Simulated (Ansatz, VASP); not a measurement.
SnSe2: VASP beside Ansatz

The input INCAR:

```
PREC     = Accurate       # precision mode
ENCUT    = 520            # plane-wave cutoff, eV
EDIFF    = 1E-6           # SCF threshold, eV
ISMEAR   = -1             # smearing method
SIGMA    = 0.02           # smearing width, eV
LREAL    = F              # projectors in reciprocal space
LASPH    = T              # aspherical terms in the spheres
NELM     = 100            # most SCF steps
ALGO     = Normal         # electronic algorithm
ISIF     = 2              # what is computed and relaxed
LWAVE    = F              # write WAVECAR
LCHARG   = F              # write CHGCAR
GGA      = PE             # functional
NBANDS   = 20             # bands
```

File KPOINTS:

```
regular mesh
0
Gamma
  12 12 4
```

POSCAR

```
SnSe2
1.0
    3.8251491972      0.0000000000      0.0000000000
   -1.9125745986      3.3126763781      0.0000000000
    0.0000000000      0.0000000000      6.2270814759
Sn Se
1 2
Direct
    0.0000000000      0.0000000000      0.0000000000
    0.3333333333      0.6666666667      0.2530781097
    0.6666666667      0.3333333333      0.7469218903
```

Input for Ansatz:

```yaml
crystal:
  lattice:
    - [3.8251491972, 0.0, 0.0]
    - [-1.9125745986, 3.3126763781, 0.0]
    - [0.0, 0.0, 6.2270814759]
  atoms:
    - { symbol: Sn, position: [0.0, 0.0, 0.0] }
    - { symbol: Se, position: [0.3333333333, 0.6666666667, 0.2530781097] }
    - { symbol: Se, position: [0.6666666667, 0.3333333333, 0.7469218903] }
kpoints:
  mp_grid: { grid: [12, 12, 4] }
  band_path:
    path:
      - [[0.0, 0.0, 0.0], [0.5, 2.621810784352e-17, -2.006988644502e-36], [0.3333333333333, 0.3333333333333, -2.622396191635e-34], [0.0, 0.0, 0.0], [1.869098553494e-51, -6.761248907639e-52, 0.5], [0.5, 2.621810784352e-17, 0.5], [0.3333333333333, 0.3333333333333, 0.5], [1.869098553494e-51, -6.761248907639e-52, 0.5]]
      - [[0.5, 2.621810784352e-17, 0.5], [0.5, 2.621810784352e-17, -2.006988644502e-36]]
      - [[0.3333333333333, 0.3333333333333, 0.5], [0.3333333333333, 0.3333333333333, -2.622396191635e-34]]
    npoints: 10
hamiltonian:
  xc: pbe
scf:
  occupations: { method: fermi_dirac, width: 0.02 }
  n_extra_bands: 4
output:
  forces: true
  stress: true
  eigenvalues: true
```

Alike in both runs: task single point; functional PBE; k mesh 12 × 12 × 4; occupations fermi-dirac, width 0.02 eV; no spin polarisation.

|  | VASP | Ansatz |
| --- | --- | --- |
| version | VASP 6.6.1 | Ansatz 0.2.0 |
| potentials or method | VASP PAW PBE potentials, release 64 (Sn_d, Se) | plane waves, PAW |
| plane-wave cutoff (eV) | 520 | 420 |
| valence electrons in the cell | 26 | 46 |

VASP gave:

| Item | Value |
| --- | --- |
| gap on the k mesh at the Fermi level (eV) | 0.74 |
| pressure (GPa) | 3.0 |
| traceless stress, the component that is largest in VASP (GPa) | 0.12 |
| rms of the force components (eV/Å) | 0.130 |

Task: Estimate Ansatz's values.

Result: gap on the k mesh at the Fermi level (eV): 0.74; pressure (GPa): 2.9; traceless stress, the component that is largest in VASP (GPa): 0.11; rms of the force components (eV/Å): 0.123.

Atom by atom the forces differ by 0.007 eV/Å (rms over components). With one functional, cell and mesh, what is left measures potentials, basis and numerics. VASP's potentials hold 26 valence electrons a cell and Ansatz's 46, so a difference there can come from the potentials and not from the codes.
